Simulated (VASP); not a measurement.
# C (Fd-3m) in VASP: settings compared

The runs below take C through single point, with b88 exchange, pbe correlation.

Program: VASP 6.6.1. These are calculated values, not measurements. Logs are shortened: lines on timing, memory, paths and dates and some standing lists are left out, and cuts for length are marked.

### 1 The cell of the first run

The structure is cubic, space group Fd-3m (No. 227). The conventional cell has a = 3.567 Å, b = 3.567 Å, c = 3.567 Å, α = 90.00°, β = 90.00°, γ = 90.00°. C (site symmetry -43m) has 4 C at 1.54 Å within 2.1 Å.

### 2 Single point, b88 exchange, pbe correlation

Contents of INCAR:

```
ALGO = Normal
EDIFF = 1E-6
ENCUT = 600
GGA = LIBXC
GGA_COMPAT = False
ISIF = 2
ISMEAR = -1
LASPH = True
LCHARG = False
LIBXC1 = GGA_X_B88
LIBXC2 = GGA_C_PBE
LREAL = False
LWAVE = False
NBANDS = 11
NELM = 120
PREC = Accurate
SIGMA = 0.05
```

Contents of KPOINTS:

```
k-points
0
Gamma
  13 13 13
```

Contents of POSCAR:

```
C
1.0
    0.0000000000      1.7833700000      1.7833700000
    1.7833700000      0.0000000000      1.7833700000
    1.7833700000      1.7833700000      0.0000000000
C
2
Direct
    0.7500000000      0.7500000000      0.7500000000
    0.5000000000      0.5000000000      0.5000000000
```

Potentials or basis: VASP PAW PBE potentials, release 64 (C).

Started as:

```sh
$ cat potpaw_PBE.64/C/POTCAR > POTCAR
$ mpirun -np 1 vasp_std > vasp.out
```

OUTCAR:

```text
EDIFF = 1E-6
   ENCUT = 600
   GGA = LIBXC
   ISIF = 2
   ISMEAR = -1
   LASPH = True
   LREAL = False
   NELM = 120
   PREC = Accurate

 ion  position               nearest neighbor table
   1  0.750  0.750  0.750-   2 1.54   2 1.54   2 1.54   2 1.54
   2  0.500  0.500  0.500-   1 1.54   1 1.54   1 1.54   1 1.54

  LATTYP: Found a face centered cubic cell.
 ALAT       =     3.5667400000

  Lattice vectors:

 A1 = (   0.0000000000,   1.7833700000,   1.7833700000)
 A2 = (   1.7833700000,   0.0000000000,   1.7833700000)
 A3 = (   1.7833700000,   1.7833700000,   0.0000000000)

Analysis of symmetry for initial positions (statically):
=====================================================================
 Subroutine PRICEL returns:
 Original cell was already a primitive cell.

 Routine SETGRP: Setting up the symmetry group for a
 face centered cubic supercell.

 Subroutine GETGRP returns: Found 48 space group operations
 (whereof 24 operations were pure point group operations)
 out of a pool of 48 trial point group operations.

The static configuration has the point symmetry T_d .
 The point group associated with its full space group is O_h .

Analysis of symmetry for dynamics (positions and initial velocities):
=====================================================================
 Subroutine PRICEL returns:
 Original cell was already a primitive cell.

 Routine SETGRP: Setting up the symmetry group for a
 face centered cubic supercell.

 Subroutine GETGRP returns: Found 48 space group operations
 (whereof 24 operations were pure point group operations)
 out of a pool of 48 trial point group operations.

The dynamic configuration has the point symmetry T_d .
 The point group associated with its full space group is O_h .

 Subroutine INISYM returns: Found 48 space group operations
 (whereof 24 operations are pure point group operations),
 and found     1 'primitive' translations

----------------------------------------------------------------------------------------

                                     Primitive cell

  volume of cell :      11.3437

  direct lattice vectors                    reciprocal lattice vectors
     0.000000000  1.783370000  1.783370000    -0.280368067  0.280368067  0.280368067
     1.783370000  0.000000000  1.783370000     0.280368067 -0.280368067  0.280368067
     1.783370000  1.783370000  0.000000000     0.280368067  0.280368067 -0.280368067

  length of vectors
     2.522066041  2.522066041  2.522066041     0.485611737  0.485611737  0.485611737

  position of ions in fractional coordinates (direct lattice)
     0.750000000  0.750000000  0.750000000
     0.500000000  0.500000000  0.500000000

  ion indices of the primitive-cell ions
   primitive index   ion index
                 1           1
                 2           2

----------------------------------------------------------------------------------------

 KPOINTS: k-points

Automatic generation of k-mesh.
 Grid dimensions read from file:
 generate k-points for:   13   13   13

 Generating k-lattice:

  Cartesian coordinates                     Fractional coordinates (reciprocal lattice)
    -0.021566774  0.021566774  0.021566774     0.076923077  0.000000000  0.000000000
     0.021566774 -0.021566774  0.021566774     0.000000000  0.076923077  0.000000000
     0.021566774  0.021566774 -0.021566774     0.000000000  0.000000000  0.076923077

  Length of vectors
     0.037354749  0.037354749  0.037354749

  Shift w.r.t. Gamma in fractional coordinates (k-lattice)
     0.000000000  0.000000000  0.000000000

 Subroutine IBZKPT returns following result:
 ===========================================

 Found     84 irreducible k-points:

 Following reciprocal coordinates:
            Coordinates               Weight
  0.000000  0.000000  0.000000      1.000000
  0.076923  0.000000  0.000000      8.000000
  0.153846  0.000000  0.000000      8.000000
  0.230769  0.000000  0.000000      8.000000
  0.307692  0.000000  0.000000      8.000000
  0.384615  0.000000  0.000000      8.000000
[... 16 lines left out ...]
  0.384615  0.153846  0.000000     24.000000
  0.461538  0.153846  0.000000     24.000000
 [... further k-points ...]
   k-points           NKPTS =     84   k-points in BZ     NKDIM =     84   number of bands    NBANDS=     11
   number of dos      NEDOS =    301   number of ions     NIONS =      2
   total plane-waves  NPLWV =   8000
   dimension x,y,z NGX =    20 NGY =   20 NGZ =   20
   dimension x,y,z NGXF=    40 NGYF=   40 NGZF=   40
   ions per type =               2
   NGX,Y,Z   is equivalent  to a cutoff of  13.18, 13.18, 13.18 a.u.
   NGXF,Y,Z  is equivalent  to a cutoff of  26.37, 26.37, 26.37 a.u.
 SYSTEM =  unknown system
   PREC   = accura    normal or accurate (medium, high low for compatibility)
   ISTART =      0    job   : 0-new  1-cont  2-samecut
   ICHARG =      2    charge: 1-file 2-atom 10-const
   ISPIN  =      1    spin polarized calculation?
   LNONCOLLINEAR =      F non collinear calculations
   LSORBIT =      F    spin-orbit coupling
   LASPH  =      T    aspherical Exc in radial PAW
   ENCUT  =  600.0 eV  44.10 Ry    6.64 a.u.   5.04  5.04  5.04*2*pi/ulx,y,z
   NELM   =    120;   NELMIN=  2; NELMDL= -5     # of ELM steps
   EDIFF  = 0.1E-05   stopping-criterion for ELM
   LREAL  =      F    real-space projection
   EDIFFG = 0.1E-04   stopping-criterion for IOM
   NSW    =      0    number of steps for IOM
   IBRION =     -1    ionic relax: 0-MD 1-quasi-New 2-CG
   NFREE  =      0    steps in history (QN), initial steepest desc. (CG)
   ISIF   =      2    stress and relaxation
   ISYM   =      2    0-nonsym 1-usesym 2-fastsym
   POTIM  = 0.5000    time-step for ionic-motion
   TEBEG  =    0.0;   TEEND  =   0.0 temperature during run
   PSTRESS=    0.0 pullay stress
   NELECT =       8.0000    total number of electrons
   NUPDOWN=      -1.0000    fix difference up-down
   EMIN   =  10.00;   EMAX   =-10.00  energy-range for DOS
   EFERMI =   0.00;   METHOD = LEGACY
   ISMEAR =    -1;   SIGMA  =   0.05  broadening in eV -4-tet -1-fermi 0-gaus
   EFERMI_NEDOS =   21; number of points for ismear=-14 and -15
   IALGO  =     38    algorithm
   IMIX   =      4    mixing-type and parameters
     AMIX     =   0.40;   BMIX     =  1.00
     AMIX_MAG =   1.60;   BMIX_MAG =  1.00
  volume/ion in A,a.u.               =       5.67        38.28
  Fermi-wavevector in a.u.,A,eV,Ry     =   1.457203  2.753714 28.891161  2.123440
  Thomas-Fermi vector in A             =   2.574032
   LORBIT       =      0    0 simple, 1 ext, 2 COOP (PROOUT), +10 PAW based schemes
   GGA     = LIBXC    functional components
   LHFCALC =     F    Hartree Fock is set to
   AEXX    =    0.0000 exact exchange contribution
   IVDW    =     0    specifies the selected vdW correction
   LEPSILON=     F    determine dielectric tensor
   LRPA    =     F    only Hartree local field effects (RPA)
 non-spin polarized calculation
  energy-cutoff  :      600.00
  volume of cell :       11.34
 maximum number of plane-waves:       388
   NGX =  9   NGY =  9   NGZ =  9

 number of electron       7.9999999 magnetization

 Free energy of the ion-electron system (eV)
  ---------------------------------------------------
  ext. energy  EPLUGINS =         0.00000000
  ---------------------------------------------------
  free energy    TOTEN  =       -17.86409469 eV

  energy without entropy =      -17.86409469  energy(sigma->0) =      -17.86409469

 E-fermi :  10.6631     XC(G=0): -13.2781

 val. band max:        9.6949114964   @ k =   0.0000   0.0000   0.0000
 cond. band min:      13.8409089160   @ k =   0.3846   0.3846   0.0000
 fundamental gap:      4.1459974195
 Fermi energy:        10.6631352808

 k-point     1 :       0.0000    0.0000    0.0000
  band No.  band energies     occupation
      1     -11.7802      2.00000
      2       9.6949      2.00000
      3       9.6949      2.00000
      4       9.6949      2.00000
      5      15.3041      0.00000
      6      15.3041      0.00000
      7      15.3041      0.00000
      8      23.0026      0.00000
      9      28.9588      0.00000
     10      36.2605      0.00000
     11      36.2605      0.00000

 k-point     2 :       0.0769    0.0000    0.0000
  band No.  band energies     occupation
      1     -11.6164      2.00000
      2       8.6318      2.00000
      3       9.4171      2.00000
      4       9.4171      2.00000
      5      15.6681      0.00000
      6      15.6681      0.00000
      7      15.9283      0.00000
      8      23.1443      0.00000
      9      29.2361      0.00000
     10      34.2881      0.00000
     11      34.2881      0.00000

 k-point     3 :       0.1538    0.0000    0.0000
  band No.  band energies     occupation
      1     -11.1264      2.00000
      2       6.3657      2.00000
      3       8.7903      2.00000
      4       8.7903      2.00000
      5      16.4938      0.00000
      6      16.4938      0.00000
      7      16.9460      0.00000
      8      23.5569      0.00000
      9      29.8531      0.00000
     10      32.7010      0.00000
     11      32.7010      0.00000

 k-point     4 :       0.2308    0.0000    0.0000
  band No.  band energies     occupation
      1     -10.3165      2.00000
      2       3.7660      2.00000
      3       8.1104      2.00000
      4       8.1104      2.00000
      5      17.3293      0.00000
      6      17.3293      0.00000
      7      17.7001      0.00000
      8      24.1592      0.00000
      9      30.3205      0.00000
     10      32.0898      0.00000
     11      32.0898      0.00000

 k-point     5 :       0.3077    0.0000    0.0000
  band No.  band energies     occupation
      1      -9.1999      2.00000
      2       1.1655      2.00000
      3       7.5357      2.00000
      4       7.5357      2.00000
      5      17.8801      0.00000
      6      17.8801      0.00000
      7      18.1549      0.00000
      8      24.7713      0.00000
      9      30.5346      0.00000
     10      32.5604      0.00000
     11      32.5604      0.00000
[... 211 lines left out ...]
 k-point    21 :       0.2308    0.1538    0.0000
  band No.  band energies     occupation
      1     -10.3146      2.00000
      2       5.4955      2.00000
      3       6.6686      2.00000
      4       7.3787      2.00000
      5      14.9225      0.00000
      6      19.3712      0.00000
      7      19.4151      0.00000
      8      22.0100      0.00000
      9      29.5850      0.00000
     10      30.9309      0.00000
     11      36.6748      0.00000

 k-point    22 :       0.3077    0.1538    0.0000
  band No.  band energies     occupation
      1      -9.4061      2.00000
      2       3.1181      2.00000
      3       6.1347      2.00000
      4       6.7291      2.00000
      5      15.6689      0.00000
      6      20.0497      0.00000
      7      20.1520      0.00000
      8      21.7885      0.00000
      9      30.2872      0.00000
     10      31.2425      0.00000
     11      36.3180      0.00000

 k-point    23 :       0.3846    0.1538    0.0000
  band No.  band energies     occupation
      1      -8.2033      2.00000
      2       0.7029      2.00000
      3       5.8390      2.00000
      4       5.9629      2.00000
      5      16.3552      0.00000
      6      20.4186      0.00000
      7      20.4194      0.00000
      8      22.3526      0.00000
      9      30.9108      0.00000
     10      31.6158      0.00000
     11      36.6861      0.00000

 k-point    24 :       0.4615    0.1538    0.0000
  band No.  band energies     occupation
      1      -6.7686      2.00000
      2      -1.5384      2.00000
      3       5.2678      2.00000
      4       5.7997      2.00000
      5      16.7870      0.00000
      6      20.2924      0.00000
      7      20.5831      0.00000
      8      23.6133      0.00000
      9      30.2878      0.00000
     10      32.9677      0.00000
     11      36.7710      0.00000

 [... further k-points ...]
[... 5 lines left out ...]
  --------------------------------------------------------------------------------------
  -------------------------------------------------------------------------------------
  Total        0.1541721      0.1541721      0.1541721     -0.0000000      0.0000000     -0.0000000
  in kB       21.7751898     21.7751898     21.7751898     -0.0000000      0.0000000     -0.0000000
  external PRESSURE =      21.7751898 kB  Pullay stress =       0.0000000 kB

 VOLUME and BASIS-vectors are now :
 -----------------------------------------------------------------------------
  energy-cutoff  :      600.00
  volume of cell :       11.34
      direct lattice vectors                 reciprocal lattice vectors
     0.000000000  1.783370000  1.783370000    -0.280368067  0.280368067  0.280368067
     1.783370000  0.000000000  1.783370000     0.280368067 -0.280368067  0.280368067
     1.783370000  1.783370000  0.000000000     0.280368067  0.280368067 -0.280368067

 POSITION                                       TOTAL-FORCE (eV/Angst)
 -----------------------------------------------------------------------------------
      2.67505      2.67505      2.67505        -0.000000     -0.000000     -0.000000
      1.78337      1.78337      1.78337         0.000000      0.000000      0.000000
 -----------------------------------------------------------------------------------
    total drift:                                0.000000     -0.000000      0.000000

  FREE ENERGIE OF THE ION-ELECTRON SYSTEM (eV)
  ---------------------------------------------------
  free  energy   TOTEN  =       -17.8640946871 eV

  energy  without entropy=      -17.8640946871  energy(sigma->0) =      -17.86409469
```

Run time: 8.2 s. Hardware: 1 thread of Intel Xeon Platinum 8488C (Sapphire Rapids), shared host; peak memory 0.12 GiB.

Results:

- Free energy: -17.8641 eV
- Pressure: 2.2 GPa
- Band gap on the k mesh: 4.15 eV (least direct gap 5.61 eV)

Levels at points of the mesh, in eV from the valence-band top:
```tsv
k point	band 2	band 3	band 4	band 5	band 6	band 7
(0.00, 0.00, 0.00)	0.00	0.00	0.00	5.61	5.61	5.61
```

Caveat: the PAW data sets were made with another functional, which shifts forces and pressure a little; an odd mesh through Γ misses points on the zone boundary, where band edges can lie.

### 3 Single point, b88 exchange, pbe correlation

This run uses another cell than the first one, of 5.79 Å³/atom.

Contents of INCAR:

```
ALGO = Normal ; EDIFF = 1E-6
ENCUT = 600 ; GGA = LIBXC
GGA_COMPAT = False ; ISIF = 2
ISMEAR = -1 ; LASPH = True
LCHARG = False ; LIBXC1 = GGA_X_B88
LIBXC2 = GGA_C_PBE ; LREAL = False
LWAVE = False ; NBANDS = 11
NELM = 120 ; PREC = Accurate
SIGMA = 0.05
```

KPOINTS is that of step 2.

Contents of POSCAR:

```
C
1.0
    0.0000000000      1.7951807415      1.7951807415
    1.7951807415      0.0000000000      1.7951807415
    1.7951807415      1.7951807415      0.0000000000
C
2
Direct
    0.7500000000      0.7500000000      0.7500000000
    0.5000000000      0.5000000000      0.5000000000
```

Potentials or basis: VASP PAW PBE potentials, release 64 (C).

Started as:

```sh
$ cat potpaw_PBE.64/C/POTCAR > POTCAR
$ mpirun -np 1 vasp_std > vasp.out
```

It took 8.9 s on 1 thread of Intel Xeon Platinum 8488C (Sapphire Rapids), shared host; peak memory 0.12 GiB.

It converged, with:

| Quantity | Value |
| --- | --- |
| Free energy | -17.8620 eV |
| Pressure | -6.3 GPa |
| Band gap on the k mesh | 4.10 eV (least direct gap 5.55 eV) |

Levels at points of the mesh, in eV from the valence-band top:
```
           k point  band 1  band 2  band 3  band 4  band 5  band 6  band 7  band 8
(0.00, 0.00, 0.00)  -21.21    0.00    0.00    0.00    5.55    5.55    5.55   12.86
```

Caveat: the cell stands under tension; the PAW data sets were made with another functional, which shifts forces and pressure a little; an odd mesh through Γ misses points on the zone boundary, where band edges can lie.
